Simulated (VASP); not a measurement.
# Si4O (P4/m) in VASP: notebook

Runs on Si4O. Level: PBE. Tasks: single point, relaxation of cell and atoms.

All numbers are computed with VASP 6.6.1; they aren't measurements. Logs are shortened: lines on timing, memory, paths and dates and some standing lists are left out, and cuts for length are marked.

## Step 1: The cell of the first run

It takes space group P4/m (No. 83, tetragonal). The conventional cell has a = 4.850 Å, b = 4.850 Å, c = 3.138 Å, α = 90.00°, β = 90.00°, γ = 90.00°. Si (site symmetry m) has 2 Si at 1.77 Å and 2 O at 2.01 Å within 2.4 Å. Within 2.7 Å of O (site symmetry 4/m) lie 8 Si at 2.01 Å.

The cell was generated, and may not be a known phase.

## Step 2: Single point, PBE

Contents of INCAR:

```
ALGO     = Normal         # electronic algorithm
EDIFF    = 1E-6           # SCF threshold, eV
ENCUT    = 520            # plane-wave cutoff, eV
GGA      = PE             # functional
ISIF     = 2              # what is computed and relaxed
ISMEAR   = 0              # smearing method
LASPH    = True           # aspherical terms in the spheres
LCHARG   = False          # write CHGCAR
LREAL    = False          # projectors in reciprocal space
LWAVE    = False          # write WAVECAR
NBANDS   = 19             # bands
NELM     = 80             # most SCF steps
PREC     = Accurate       # precision mode
SIGMA    = 0.1            # smearing width, eV
```

Contents of KPOINTS:

```
k-points
0
Gamma
  4 4 6
```

Contents of POSCAR:

```
Si4O
1.0
    4.8498788700      0.0000000000      0.0000000000
    0.0000000000      4.8498788700      0.0000000000
    0.0000000000      0.0000000000      3.1380596400
Si O
4 1
Direct
    0.6812042700      0.6845866900      0.5000000000
    0.3187957300      0.3154133100      0.5000000000
    0.3154133100      0.6812042700      0.5000000000
    0.6845866900      0.3187957300      0.5000000000
    0.5000000000      0.5000000000      0.0000000000
```

Potentials or basis: VASP PAW PBE potentials, release 64 (Si, O).

On the command line:

```sh
$ cat potpaw_PBE.64/Si/POTCAR potpaw_PBE.64/O/POTCAR > POTCAR
$ mpirun -np 1 vasp_std > vasp.out
```

OUTCAR:

```text
EDIFF = 1E-6
   ENCUT = 520
   GGA = PE
   ISIF = 2
   ISMEAR = 0
   LASPH = True
   LREAL = False
   NELM = 80
   PREC = Accurate

 ion  position               nearest neighbor table
   1  0.681  0.685  0.500-   3 1.77   4 1.77   5 2.01   5 2.01   2 2.51   4 3.08   3 3.08
   2  0.319  0.315  0.500-   3 1.77   4 1.77   5 2.01   5 2.01   1 2.51   3 3.08   4 3.08
   3  0.315  0.681  0.500-   1 1.77   2 1.77   5 2.01   5 2.01   4 2.51   2 3.08   1 3.08
   4  0.685  0.319  0.500-   1 1.77   2 1.77   5 2.01   5 2.01   3 2.51   2 3.08   1 3.08
   5  0.500  0.500  0.000-   1 2.01   2 2.01   3 2.01   4 2.01   1 2.01   2 2.01   3 2.01   4 2.01

  LATTYP: Found a simple tetragonal cell.
 ALAT       =     4.8498788700
 C/A-ratio  =     0.6470387661

  Lattice vectors:

 A1 = (   4.8498788700,   0.0000000000,   0.0000000000)
 A2 = (   0.0000000000,   4.8498788700,   0.0000000000)
 A3 = (   0.0000000000,   0.0000000000,   3.1380596400)

Analysis of symmetry for initial positions (statically):
=====================================================================
 Subroutine PRICEL returns:
 Original cell was already a primitive cell.

 Routine SETGRP: Setting up the symmetry group for a
 simple tetragonal supercell.

 Subroutine GETGRP returns: Found  8 space group operations
 (whereof  8 operations were pure point group operations)
 out of a pool of 16 trial point group operations.

The static configuration has the point symmetry C_4h.

Analysis of symmetry for dynamics (positions and initial velocities):
=====================================================================
 Subroutine PRICEL returns:
 Original cell was already a primitive cell.

 Routine SETGRP: Setting up the symmetry group for a
 simple tetragonal supercell.

 Subroutine GETGRP returns: Found  8 space group operations
 (whereof  8 operations were pure point group operations)
 out of a pool of 16 trial point group operations.

The dynamic configuration has the point symmetry C_4h.

 Subroutine INISYM returns: Found  8 space group operations
 (whereof  8 operations are pure point group operations),
 and found     1 'primitive' translations

----------------------------------------------------------------------------------------

                                     Primitive cell

  volume of cell :      73.8113

[... 92 lines left out ...]
   NELM   =     80;   NELMIN=  2; NELMDL= -5     # of ELM steps
   EDIFF  = 0.1E-05   stopping-criterion for ELM
   LREAL  =      F    real-space projection
   EDIFFG = 0.1E-04   stopping-criterion for IOM
   NSW    =      0    number of steps for IOM
   IBRION =     -1    ionic relax: 0-MD 1-quasi-New 2-CG
   NFREE  =      0    steps in history (QN), initial steepest desc. (CG)
   ISIF   =      2    stress and relaxation
   ISYM   =      2    0-nonsym 1-usesym 2-fastsym
   POTIM  = 0.5000    time-step for ionic-motion
   TEBEG  =    0.0;   TEEND  =   0.0 temperature during run
   PSTRESS=    0.0 pullay stress
   NELECT =      22.0000    total number of electrons
   NUPDOWN=      -1.0000    fix difference up-down
   EMIN   =  10.00;   EMAX   =-10.00  energy-range for DOS
   EFERMI =   0.00;   METHOD = LEGACY
   ISMEAR =     0;   SIGMA  =   0.10  broadening in eV -4-tet -1-fermi 0-gaus
   EFERMI_NEDOS =   21; number of points for ismear=-14 and -15
   IALGO  =     38    algorithm
   IMIX   =      4    mixing-type and parameters
     AMIX     =   0.40;   BMIX     =  1.00
     AMIX_MAG =   1.60;   BMIX_MAG =  1.00
  volume/ion in A,a.u.               =      14.76        99.62
  Fermi-wavevector in a.u.,A,eV,Ry     =   1.093557  2.066523 16.270755  1.195867
  Thomas-Fermi vector in A             =   2.229845
   LORBIT       =      0    0 simple, 1 ext, 2 COOP (PROOUT), +10 PAW based schemes
   GGA     = PE    functional components
   LHFCALC =     F    Hartree Fock is set to
   AEXX    =    0.0000 exact exchange contribution
   IVDW    =     0    specifies the selected vdW correction
   LEPSILON=     F    determine dielectric tensor
   LRPA    =     F    only Hartree local field effects (RPA)
 non-spin polarized calculation
 Gauss-broadening in eV      SIGMA  =   0.10
  energy-cutoff  :      520.00
  volume of cell :       73.81
 maximum number of plane-waves:      2024
   NGX = 19   NGY = 19   NGZ = 11

 number of electron      21.9999996 magnetization

 Free energy of the ion-electron system (eV)
  ---------------------------------------------------
  ext. energy  EPLUGINS =         0.00000000
  ---------------------------------------------------
  free energy    TOTEN  =        -8.14833761 eV

  energy without entropy =       -8.13301419  energy(sigma->0) =       -8.14067590

 E-fermi :   7.7552     XC(G=0): -10.1110

 val. band max:        7.7483621692   @ k =   0.5000   0.5000   0.3333
 cond. band min:       7.7925027607   @ k =   0.0000   0.0000   0.3333
 fundamental gap:      0.0441405915
 Fermi energy:         7.7552247913

 k-point     1 :       0.0000    0.0000    0.0000
  band No.  band energies     occupation
      1     -16.6871      2.00000
      2      -3.7561      2.00000
      3      -3.7561      2.00000
      4      -3.5795      2.00000
      5      -3.3151      2.00000
      6       1.3006      2.00000
[... 505 lines left out ...]
      6      -0.8963      2.00000
[... 11 lines left out ...]
     18      13.4339      0.00000
     19      13.4339      0.00000

------------------------ aborting loop because EDIFF is reached ----------------------------------------

  FORCE on cell =-STRESS in cart. coord.  units (eV):
  Direction    XX          YY          ZZ          XY          YZ          ZX
  --------------------------------------------------------------------------------------
  -------------------------------------------------------------------------------------
  Total       59.4948027     59.4948027     21.8619112      0.0000000     -0.0000000      0.0000000
  in kB     1291.4174007   1291.4174007    474.5431743      0.0000004     -0.0000000      0.0000000
  external PRESSURE =    1019.1259919 kB  Pullay stress =       0.0000000 kB

 VOLUME and BASIS-vectors are now :
 -----------------------------------------------------------------------------
  energy-cutoff  :      520.00
  volume of cell :       73.81
      direct lattice vectors                 reciprocal lattice vectors
     4.849878870  0.000000000  0.000000000     0.206190717  0.000000000  0.000000000
     0.000000000  4.849878870  0.000000000     0.000000000  0.206190717  0.000000000
     0.000000000  0.000000000  3.138059640     0.000000000  0.000000000  0.318668258

 POSITION                                       TOTAL-FORCE (eV/Angst)
 -----------------------------------------------------------------------------------
      3.30376      3.32016      1.56903        17.157958     17.416388      0.000000
      1.54612      1.52972      1.56903       -17.157958    -17.416388     -0.000000
      1.52972      3.30376      1.56903       -17.416388     17.157958      0.000000
      3.32016      1.54612      1.56903        17.416388    -17.157958      0.000000
      2.42494      2.42494      0.00000         0.000000      0.000000     -0.000000
 -----------------------------------------------------------------------------------
    total drift:                               -0.000000      0.000000      0.000000

  FREE ENERGIE OF THE ION-ELECTRON SYSTEM (eV)
  ---------------------------------------------------
  free  energy   TOTEN  =        -8.1483376061 eV

  energy  without entropy=       -8.1330141896  energy(sigma->0) =       -8.14067590
```

Wall time 13 s (1 thread of Intel Xeon 6975P-C (Granite Rapids), shared host); peak memory 0.18 GiB.

Results:

| Property | Result |
| --- | --- |
| Free energy | -8.1483 eV |
| Pressure | 101.9 GPa |
| Largest force | 24.448 eV/Å |
| Band gap on the k mesh | zero (bands 11 and 12 overlap by 2.11 eV) |

Forces on the atoms (eV/Å):
```
Si   17.158  17.416   0.000
Si  -17.158 -17.416   0.000
Si  -17.416  17.158   0.000
Si   17.416 -17.158   0.000
O     0.000   0.000   0.000
```

Caveat: the stress differs along the axes, from 47 to 129 GPa; forces of over 1 eV/Å act on the atoms, so gaps and moduli don't describe the material at rest.

[end of part 1 of 2]

The gap in the log of VASP goes by the Fermi energy; the results here count the filled bands.